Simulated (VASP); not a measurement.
Here is a VASP 6.6.1 calculation.

The input INCAR:

```
SYSTEM = Sr
PREC = Accurate ; ENCUT = 600
EDIFF = 1E-6 ; ISMEAR = -1
SIGMA = 0.05 ; LREAL = .FALSE.
LASPH = .TRUE. ; NELM = 60
ALGO = Normal ; ISIF = 8
LWAVE = .FALSE. ; LCHARG = .FALSE.
IBRION = 2 ; NSW = 80
EDIFFG = -0.01
```

The input KPOINTS:

```
regular mesh
0
G
  13 13 13
  0 0 0
```

POSCAR

```
Sr
1.0
    0.0000000000      3.0423500000      3.0423500000
    3.0423500000      0.0000000000      3.0423500000
    3.0423500000      3.0423500000      0.0000000000
Sr
1
Direct
    0.0000000000      0.0000000000      0.0000000000
```

Potentials or basis: VASP PAW LDA potentials, release 64 (Sr_sv).

Command:

```console
$ cat potpaw_LDA.64/Sr_sv/POTCAR > POTCAR
$ mpirun -np 1 vasp_std > vasp.out
```

(1) Estimate the relaxed cell.

(2) Estimate the relaxed volume.

(3) Estimate the space group after relaxing (to 0.05 Å).

## Answers

(1) a = 4.093 Å, b = 4.093 Å, c = 4.093 Å, α = 60.00°, β = 60.00°, γ = 60.00°.

(2) 48.49 Å³/atom.

(3) Fm-3m (No. 225).

Caveat: the volume moved by -14 % from the deposited cell, more than functionals usually miss.
